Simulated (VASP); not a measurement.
Wanted: the native input for a VASP 6.6.1 run.

```yaml
Task: relaxation of cell and atoms
Functional: PBE
Potentials_or_basis: VASP PAW PBE potentials, release 64 (Sc_sv, Ga_d, Bi_d, O)
Cutoff: 600 eV
k_mesh: 4 × 4 × 2
Occupations: gaussian, width 0.15 eV
Spin: no spin polarisation
Dipole_correction: no
Further_INCAR_settings: ALGO = Normal; EDIFF = 1e-06; IBRION = 2; EDIFFG = -0.08; NSW = 36; ISIF = 3
```

The structure of Sc2GaBiO2 lies in POSCAR:

```
Sc2GaBiO2
1.0
    3.8309938600      0.0000000000      0.0000000000
   -1.9154969300      3.3177380100      0.0000000000
    0.0000000000      0.0000000000      8.1972528900
Sc Ga Bi O
2 1 1 2
Direct
    0.6666666700      0.3333333300      0.2435020100
    0.3333333300      0.6666666700      0.7564979900
    0.0000000000      0.0000000000      0.5000000000
    0.0000000000      0.0000000000      0.0000000000
    0.6666666700      0.3333333300      0.7625210300
    0.3333333300      0.6666666700      0.2374789700
```

The cell was generated, and may not be a known phase.

One way to write it, as run:

INCAR

```
SYSTEM = Sc2GaBiO2
PREC = Accurate
ENCUT = 600
EDIFF = 1E-6
ISMEAR = 0
SIGMA = 0.15
LREAL = .False.
LASPH = .True.
NELM = 60
ALGO = Normal
ISIF = 3
LWAVE = .False.
LCHARG = .False.
GGA = PE
IBRION = 2
NSW = 36
EDIFFG = -0.08
```

KPOINTS

```
Automatic mesh
0
Gamma
  4 4 2
  0 0 0
```

Potentials or basis: VASP PAW PBE potentials, release 64 (Sc_sv, Ga_d, Bi_d, O).

The run is started by

```bash
$ cat potpaw_PBE.64/Sc_sv/POTCAR potpaw_PBE.64/Ga_d/POTCAR potpaw_PBE.64/Bi_d/POTCAR potpaw_PBE.64/O/POTCAR > POTCAR
$ mpirun -np 1 vasp_std > vasp.out
```

It gave:

```yaml
Relaxed_volume: 18.72 Å³/atom
Relaxed_cell: a = 3.457 Å, b = 3.457 Å, c = 10.854 Å, α = 90.00°, β = 90.00°, γ = 120.00°
Space_group_after_relaxing_to_0.1_Å: P-3m1 (No. 164)
Energy_gained_by_relaxing: 637.9 meV/atom
Ionic_steps: 11
Pressure_after_relaxing: 0.1 GPa
Largest_force_after_relaxing: 0.073 eV/Å
Band_gap_on_the_k_mesh: zero (bands 31 and 32 overlap by 1.94 eV)
```

Caveat: the k points lie up to 0.52 Å⁻¹ apart in the final cell, too coarse for converged energies and pressures of a metal; a cell axis changed by over 15 % at a fixed basis, so the end point is rough; spin-orbit coupling is left out, which moves the levels of the heavy elements; the relaxation stopped at a loose force limit of 0.08 eV/Å, so its end isn't a converged minimum.

It took 5.4 min on 1 thread of Intel(R) Xeon(R) Platinum 8488C (Sapphire Rapids), on a shared host, peak memory 0.28 GiB.
